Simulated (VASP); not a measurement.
# GdN (Fm-3m) in VASP: further runs, part 2 of 2

VASP 6.6.1. Earlier steps stand in the parts before.

## 4. Single point, r2SCAN+U, collinear spin, ferromagnetic start

This run uses another cell than the first one, of 15.62 Å³/atom, 1.008 times its volume.

File POSCAR:

```
GdN
1.0
    0.0000000000      2.4994985661      2.4994985661
    2.4994985661      0.0000000000      2.4994985661
    2.4994985661      2.4994985661      0.0000000000
Gd N
1 1
Direct
    0.5000000000      0.5000000000      0.5000000000
    0.0000000000      0.0000000000      0.0000000000
```

File INCAR.step1:

```
SYSTEM = GdN
PREC = Accurate
ENCUT = 520
ISMEAR = 0
SIGMA = 0.05
LREAL = .False.
LASPH = .True.
NELM = 150
ISPIN = 2
MAGMOM = 7.63 0
LMAXMIX = 6
LDAU = .True.
LDAUTYPE = 2
LDAUL = 3 -1
LDAUU = 4 0
LDAUJ = 0 0
NBANDS = 22
GGA = PE
ALGO = Normal
EDIFF = 1E-4
LWAVE = .True.
LCHARG = .False.
```

File INCAR.step2:

```
SYSTEM = GdN
PREC = Accurate
ENCUT = 520
EDIFF = 1E-6
ISMEAR = 0
SIGMA = 0.05
LREAL = .False.
LASPH = .True.
NELM = 150
ALGO = Normal
ISIF = 2
LWAVE = .False.
LCHARG = .False.
ISPIN = 2
MAGMOM = 7.63 0
LORBIT = 11
LMAXMIX = 6
LDAU = .True.
LDAUTYPE = 2
LDAUL = 3 -1
LDAUU = 4 0
LDAUJ = 0 0
LDAUPRINT = 1
METAGGA = R2SCAN
LMIXTAU = .True.
NBANDS = 22
ISTART = 1
```

File KPOINTS:

```
regular mesh
0
Gamma
  8 8 8
  0 0 0
```

Launch:

```bash
$ cat potpaw_PBE.64/Gd/POTCAR potpaw_PBE.64/N/POTCAR > POTCAR
$ cp INCAR.step1 INCAR
$ mpirun -np 1 vasp_std > vasp.out
$ cp INCAR.step2 INCAR
$ mpirun -np 1 vasp_std > vasp.out
```

It took 2 min on 1 thread of AMD EPYC 9R45 (Zen 5), shared host; peak memory 0.18 GiB.

Results (log left out):

| Item | Value |
| --- | --- |
| Free energy | -53.6099 eV |
| Pressure | -1.1 GPa |
| Band gap on the k mesh | zero (filled and empty bands overlap) |
| Net moment | 7.00 μB per cell |
| Site moments | Gd +6.83; N -0.14 μB |
| Valence electrons inside the program's atomic spheres | Gd 15.22; N 3.67 |

Levels at points of the mesh, in eV from the Fermi level:
Spin up:
| k point | band 12 | band 13 | band 14 | band 15 | band 16 | band 17 | band 18 | band 19 |
| --- | --- | --- | --- | --- | --- | --- | --- | --- |
| (0.00, 0.00, 0.00) | -5.63 | 0.15 | 0.15 | 0.15 | 2.78 | 2.78 | 2.78 | 3.76 |
| (0.50, 0.00, 0.00) | -5.61 | -4.34 | -2.56 | -2.56 | 5.55 | 6.17 | 6.17 | 7.06 |
| (0.50, 0.50, 0.00) | -5.67 | -1.47 | -0.28 | -0.28 | -0.15 | 6.73 | 6.90 | 7.78 |
Spin down:
```csv
k point,band 4,band 5,band 6,band 7,band 8,band 9,band 10,band 11,band 12,band 13
"(0.00, 0.00, 0.00)",-19.14,-13.78,-0.58,-0.58,-0.58,3.74,3.74,3.74,4.45,4.71
"(0.50, 0.00, 0.00)",-19.24,-11.86,-4.04,-2.49,-2.49,4.73,5.09,5.09,5.43,5.43
"(0.50, 0.50, 0.00)",-19.56,-13.56,-1.12,-0.63,-0.63,0.60,5.20,5.20,5.33,5.33
```

Eigenvalues of the final occupation matrices:
| site | spin | trace | eigenvalues |
| --- | --- | --- | --- |
| site 1 f | 1 | 6.94 | 0.99 0.99 0.99 0.99 0.99 0.99 0.99 |
| site 1 f | 2 | 0.04 | 0.00 0.00 0.00 0.00 0.01 0.01 0.01 |

Caveat: the PAW data sets were made with another functional, which shifts forces and pressure a little; spin-orbit coupling is left out, which moves the levels of the heavy elements; a cell with one magnetic atom can't hold antiferromagnetic order, which such compounds often take.

## 5. Single point, r2SCAN+D4+U, collinear spin, ferromagnetic start

This run uses another cell than the first one, of 15.62 Å³/atom, 1.008 times its volume.

POSCAR is that of step 4.

File INCAR.step1:

```
SYSTEM = GdN
PREC = Accurate
ENCUT = 520
ISMEAR = 0
SIGMA = 0.05
LREAL = .FALSE.
LASPH = .TRUE.
NELM = 150
ISPIN = 2
MAGMOM = 7.63 0
LMAXMIX = 6
LDAU = .TRUE.
LDAUTYPE = 2
LDAUL = 3 -1
LDAUU = 4 0
LDAUJ = 0 0
NBANDS = 22
GGA = PE
ALGO = Normal
EDIFF = 1E-4
LWAVE = .TRUE.
LCHARG = .FALSE.
```

File INCAR.step2:

```
SYSTEM = GdN
PREC = Accurate
ENCUT = 520
EDIFF = 1E-7
ISMEAR = 0
SIGMA = 0.05
LREAL = .FALSE.
LASPH = .TRUE.
NELM = 150
ALGO = Normal
ISIF = 2
LWAVE = .FALSE.
LCHARG = .FALSE.
ISPIN = 2
MAGMOM = 7.63 0
LORBIT = 11
LMAXMIX = 6
LDAU = .TRUE.
LDAUTYPE = 2
LDAUL = 3 -1
LDAUU = 4 0
LDAUJ = 0 0
LDAUPRINT = 1
METAGGA = R2SCAN
LMIXTAU = .TRUE.
IVDW = 13
VDW_S6 = 1.0
VDW_S8 = 0.6018749
VDW_A1 = 0.51559235
VDW_A2 = 5.77342911
NBANDS = 22
ISTART = 1
```

File KPOINTS:

```
Automatic mesh
0
G
  8 8 8
  0 0 0
```

Potentials or basis: VASP PAW PBE potentials, release 64 (Gd, N).

Launch:

```bash
$ cat potpaw_PBE.64/Gd/POTCAR potpaw_PBE.64/N/POTCAR > POTCAR
$ cp INCAR.step1 INCAR
$ mpirun -np 1 vasp_std > vasp.out
$ cp INCAR.step2 INCAR
$ mpirun -np 1 vasp_std > vasp.out
```

OUTCAR:

```text
SYSTEM = GdN
   PREC = Accurate
   ENCUT = 520
   EDIFF = 1E-7
   ISMEAR = 0
   LREAL = .FALSE.
   LASPH = .TRUE.
   NELM = 150
   ISIF = 2
   ISPIN = 2
   LORBIT = 11
   METAGGA = R2SCAN
   IVDW = 13
   ISTART = 1

 ion  position               nearest neighbor table
   1  0.500  0.500  0.500-   2 2.50   2 2.50   2 2.50   2 2.50   2 2.50   2 2.50
   2  0.000  0.000  0.000-   1 2.50   1 2.50   1 2.50   1 2.50   1 2.50   1 2.50

  LATTYP: Found a face centered cubic cell.
 ALAT       =     4.9989971322

  Lattice vectors:

 A1 = (   0.0000000000,   2.4994985661,   2.4994985661)
 A2 = (   2.4994985661,   0.0000000000,   2.4994985661)
 A3 = (   2.4994985661,   2.4994985661,   0.0000000000)

Analysis of symmetry for initial positions (statically):
=====================================================================
 Subroutine PRICEL returns:
 Original cell was already a primitive cell.

 Routine SETGRP: Setting up the symmetry group for a
 face centered cubic supercell.

 Subroutine GETGRP returns: Found 48 space group operations
 (whereof 48 operations were pure point group operations)
 out of a pool of 48 trial point group operations.

The static configuration has the point symmetry O_h .

Analysis of symmetry for dynamics (positions and initial velocities):
=====================================================================
 Subroutine PRICEL returns:
 Original cell was already a primitive cell.

 Routine SETGRP: Setting up the symmetry group for a
 face centered cubic supercell.

 Subroutine GETGRP returns: Found 48 space group operations
 (whereof 48 operations were pure point group operations)
 out of a pool of 48 trial point group operations.

The dynamic configuration has the point symmetry O_h .

Analysis of structural, dynamic, and magnetic symmetry:
=====================================================================
 Subroutine PRICEL returns:
 Original cell was already a primitive cell.

 Routine SETGRP: Setting up the symmetry group for a
 face centered cubic supercell.

 Subroutine GETGRP returns: Found 48 space group operations
 (whereof 48 operations were pure point group operations)
[... 170 lines left out ...]

  o =  0.0003  v =  0.0000  0.0000  0.0000  0.0000  0.0000  0.0000  0.0000 -0.0000  1.0000  0.0000  0.0000 -0.0000 -0.0000 -0.0000      0.0000  0.0000  0.0000  0.0000  0.0000  0.0000  0.0000  0.0000  0.0000  0.0000  0.0000  0.0000  0.0000  0.0000
  o =  0.0034  v =  0.0000  0.0000  0.0000  0.0000  0.0000  0.0000  0.0000  0.0004  0.0000 -0.0005  0.0000  0.7906  0.0000  0.6124      0.0000  0.0000  0.0000  0.0000  0.0000  0.0000  0.0000  0.0000  0.0000  0.0000  0.0000  0.0000  0.0000  0.0000
  o =  0.0034  v =  0.0000  0.0000  0.0000  0.0000  0.0000  0.0000  0.0000 -0.6124 -0.0000  0.7906 -0.0000  0.0005  0.0010  0.0004      0.0000  0.0000  0.0000  0.0000  0.0000  0.0000  0.0000  0.0000  0.0000  0.0000  0.0000  0.0000  0.0000  0.0000
  o =  0.0034  v =  0.0000  0.0000  0.0000  0.0000  0.0000  0.0000  0.0000  0.0006  0.0000 -0.0008  0.0000 -0.0000  1.0000 -0.0000      0.0000  0.0000  0.0000  0.0000  0.0000  0.0000  0.0000  0.0000  0.0000  0.0000  0.0000  0.0000  0.0000  0.0000
  o =  0.0107  v =  0.0000  0.0000  0.0000  0.0000  0.0000  0.0000  0.0000 -0.0018 -0.0000 -0.0014 -0.0003  0.6124 -0.0000 -0.7906      0.0000  0.0000  0.0000  0.0000  0.0000  0.0000  0.0000  0.0000  0.0000  0.0000  0.0000  0.0000  0.0000  0.0000
  o =  0.0107  v =  0.0000  0.0000  0.0000  0.0000  0.0000  0.0000  0.0000 -0.7906  0.0000 -0.6124 -0.0008 -0.0014  0.0000  0.0018      0.0000  0.0000  0.0000  0.0000  0.0000  0.0000  0.0000  0.0000  0.0000  0.0000  0.0000  0.0000  0.0000  0.0000
  o =  0.0107  v =  0.0000  0.0000  0.0000  0.0000  0.0000  0.0000  0.0000 -0.0007 -0.0000 -0.0005  1.0000  0.0002 -0.0000 -0.0003      0.0000  0.0000  0.0000  0.0000  0.0000  0.0000  0.0000  0.0000  0.0000  0.0000  0.0000  0.0000  0.0000  0.0000
  o =  0.9892  v =  0.0000 -1.0000  0.0000 -0.0000 -0.0000  0.0000 -0.0000  0.0000  0.0000  0.0000  0.0000  0.0000  0.0000  0.0000      0.0000  0.0000  0.0000  0.0000  0.0000  0.0000  0.0000  0.0000  0.0000  0.0000  0.0000  0.0000  0.0000  0.0000
  o =  0.9906  v =  0.0000 -0.0000  0.0000  0.0000  0.0018 -1.0000  0.0014  0.0000  0.0000  0.0000  0.0000  0.0000  0.0000  0.0000      0.0000  0.0000  0.0000  0.0000  0.0000  0.0000  0.0000  0.0000  0.0000  0.0000  0.0000  0.0000  0.0000  0.0000
  o =  0.9906  v = -0.6124  0.0000  0.7906 -0.0000 -0.0000  0.0000  0.0000  0.0000  0.0000  0.0000  0.0000  0.0000  0.0000  0.0000      0.0000  0.0000  0.0000  0.0000  0.0000  0.0000  0.0000  0.0000  0.0000  0.0000  0.0000  0.0000  0.0000  0.0000
  o =  0.9906  v =  0.0000  0.0000 -0.0000 -0.0000 -0.7906 -0.0023 -0.6124  0.0000  0.0000  0.0000  0.0000  0.0000  0.0000  0.0000      0.0000  0.0000  0.0000  0.0000  0.0000  0.0000  0.0000  0.0000  0.0000  0.0000  0.0000  0.0000  0.0000  0.0000
  o =  0.9927  v =  0.0000  0.0000 -0.0000 -0.9999  0.0092 -0.0000 -0.0119  0.0000  0.0000  0.0000  0.0000  0.0000  0.0000  0.0000      0.0000  0.0000  0.0000  0.0000  0.0000  0.0000  0.0000  0.0000  0.0000  0.0000  0.0000  0.0000  0.0000  0.0000
  o =  0.9927  v = -0.7906 -0.0000 -0.6124  0.0000  0.0000 -0.0000 -0.0000  0.0000  0.0000  0.0000  0.0000  0.0000  0.0000  0.0000      0.0000  0.0000  0.0000  0.0000  0.0000  0.0000  0.0000  0.0000  0.0000  0.0000  0.0000  0.0000  0.0000  0.0000
  o =  0.9927  v =  0.0000  0.0000 -0.0000 -0.0150 -0.6123  0.0000  0.7905  0.0000  0.0000  0.0000  0.0000  0.0000  0.0000  0.0000      0.0000  0.0000  0.0000  0.0000  0.0000  0.0000  0.0000  0.0000  0.0000  0.0000  0.0000  0.0000  0.0000  0.0000

 number of electron      23.0000005 magnetization       7.0000009

 Free energy of the ion-electron system (eV)
  ---------------------------------------------------
  ext. energy  EPLUGINS =         0.00000000
  ---------------------------------------------------
  free energy    TOTEN  =       -53.60986494 eV

  energy without entropy =      -53.60986492  energy(sigma->0) =      -53.60986493

 E-fermi :   3.7247     XC(G=0): -12.1960

 val. band max:        3.5733711994   @ k =   0.5000   0.5000   0.0000
 cond. band min:       3.8793006417   @ k =   0.0000   0.0000   0.0000
 fundamental gap:      0.3059294423
 Fermi energy:         3.7247253888

 spin component 1

 k-point     1 :       0.0000    0.0000    0.0000
  band No.  band energies     occupation
      1     -41.7143      1.00000
      2     -18.0365      1.00000
      3     -18.0364      1.00000
      4     -18.0364      1.00000
      5      -9.9789      1.00000
      6      -2.1592      1.00000
[... 1193 lines left out ...]
     21      16.3161      0.00000
     22      17.5574      0.00000

 [... further k-points ...]

------------------------ aborting loop because EDIFF is reached ----------------------------------------

  DFT-D4 for vdW energy calculation

  Edisp (eV):   -0.24161

  FORCE on cell =-STRESS in cart. coord.  units (eV):
  Direction    XX          YY          ZZ          XY          YZ          ZX
  --------------------------------------------------------------------------------------
  -------------------------------------------------------------------------------------
  Total      -0.46838    -0.46838    -0.46838     0.00000     0.00000     0.00000
  in kB     -24.02815   -24.02815   -24.02815     0.00000     0.00000     0.00000
  external pressure =      -24.03 kB  Pullay stress =        0.00 kB

 VOLUME and BASIS-vectors are now :
 -----------------------------------------------------------------------------
  energy-cutoff  :      520.00
  volume of cell :       31.23
      direct lattice vectors                 reciprocal lattice vectors
     0.000000000  2.499498566  2.499498566    -0.200040123  0.200040123  0.200040123
     2.499498566  0.000000000  2.499498566     0.200040123 -0.200040123  0.200040123
     2.499498566  2.499498566  0.000000000     0.200040123  0.200040123 -0.200040123

 POSITION                                       TOTAL-FORCE (eV/Angst)
 -----------------------------------------------------------------------------------
      2.49950      2.49950      2.49950         0.000000      0.000000     -0.000000
      0.00000      0.00000      0.00000        -0.000000     -0.000000      0.000000
 -----------------------------------------------------------------------------------
    total drift:                                0.000000      0.000000      0.000000

  FREE ENERGIE OF THE ION-ELECTRON SYSTEM (eV)
  ---------------------------------------------------
  free  energy   TOTEN  =       -53.8514700781 eV

  energy  without entropy=      -53.8514700596  energy(sigma->0) =      -53.85147007

 total charge

# of ion       s       p       d       f       tot
--------------------------------------------------
    1        2.039   5.694   0.513   6.975  15.221
    2        1.252   2.417   0.000   0.000   3.670
--------------------------------------------------
tot          3.291   8.112   0.513   6.975  18.890

 magnetization (x)

# of ion       s       p       d       f       tot
--------------------------------------------------
    1       -0.011  -0.133   0.078   6.892   6.825
    2       -0.012  -0.124   0.000   0.000  -0.136
--------------------------------------------------
tot         -0.023  -0.257   0.078   6.892   6.689
```

Run time: 2.6 min. Hardware: 1 thread of AMD EPYC 9R45 (Zen 5), shared host; peak memory 0.18 GiB.

What came out:

```yaml
Free_energy: -53.8515 eV
Pressure: -2.4 GPa
Band_gap_on_the_k_mesh: zero (filled and empty bands overlap)
Net_moment: 7.00 μB per cell
Site_moments: Gd +6.83; N -0.14 μB
Valence_electrons_inside_the_program's_atomic_spheres: Gd 15.22; N 3.67
Dispersion_energy_per_atom: -0.121 eV
```

Levels at points of the mesh, in eV from the Fermi level:
Spin up:
```tsv
k point	band 12	band 13	band 14	band 15	band 16	band 17	band 18	band 19
(0.00, 0.00, 0.00)	-5.63	0.15	0.15	0.15	2.78	2.78	2.78	3.76
(0.50, 0.00, 0.00)	-5.61	-4.34	-2.56	-2.56	5.55	6.17	6.17	7.06
(0.50, 0.50, 0.00)	-5.67	-1.47	-0.28	-0.28	-0.15	6.73	6.90	7.78
```
Spin down:
| k point | band 4 | band 5 | band 6 | band 7 | band 8 | band 9 | band 10 | band 11 | band 12 | band 13 |
| --- | --- | --- | --- | --- | --- | --- | --- | --- | --- | --- |
| (0.00, 0.00, 0.00) | -19.14 | -13.78 | -0.58 | -0.58 | -0.58 | 3.74 | 3.74 | 3.74 | 4.45 | 4.71 |
| (0.50, 0.00, 0.00) | -19.24 | -11.86 | -4.04 | -2.49 | -2.49 | 4.73 | 5.09 | 5.09 | 5.43 | 5.43 |
| (0.50, 0.50, 0.00) | -19.56 | -13.56 | -1.12 | -0.63 | -0.63 | 0.60 | 5.20 | 5.20 | 5.33 | 5.33 |

Eigenvalues of the final occupation matrices:
| site | spin | trace | eigenvalues |
| --- | --- | --- | --- |
| site 1 f | 1 | 6.94 | 0.99 0.99 0.99 0.99 0.99 0.99 0.99 |
| site 1 f | 2 | 0.04 | 0.00 0.00 0.00 0.00 0.01 0.01 0.01 |

Caveat: the PAW data sets were made with another functional, which shifts forces and pressure a little; spin-orbit coupling is left out, which moves the levels of the heavy elements; a cell with one magnetic atom can't hold antiferromagnetic order, which such compounds often take; pairwise dispersion overbinds metals, which lowers pressure and volume.

## 6. The runs side by side

```tsv
level	spin	cell	gap on the mesh (eV)	pressure (GPa)	moment (μB)
r2SCAN+U	collinear, ferrimagnetic start	a = 3.525 Å, angles 60.0°, 2 atoms	none	0.2	7.00
r2SCAN+rVV10+U	collinear, ferromagnetic start	a = 3.535 Å, angles 60.0°, 2 atoms	none	-2.4	7.00
r2SCAN+U	collinear, ferromagnetic start	a = 3.535 Å, angles 60.0°, 2 atoms	none	-1.1	7.00
r2SCAN+D4+U	collinear, ferromagnetic start	a = 3.535 Å, angles 60.0°, 2 atoms	none	-2.4	7.00
```

Alike in all rows: task single point; potentials or basis VASP PAW PBE potentials, release 64 (Gd, N); Gd f U = 4.0 eV; k mesh 8 × 8 × 8; cutoff (eV) 520; smearing gaussian 0.05 eV.

Caveats: the PAW data sets were made with another functional, which shifts forces and pressure a little; spin-orbit coupling is left out, which moves the levels of the heavy elements; a cell with one magnetic atom can't hold antiferromagnetic order, which such compounds often take; pairwise dispersion overbinds metals, which lowers pressure and volume (some runs).

Total energies depend on the potentials used, so only differences within one code and one set of settings carry meaning.
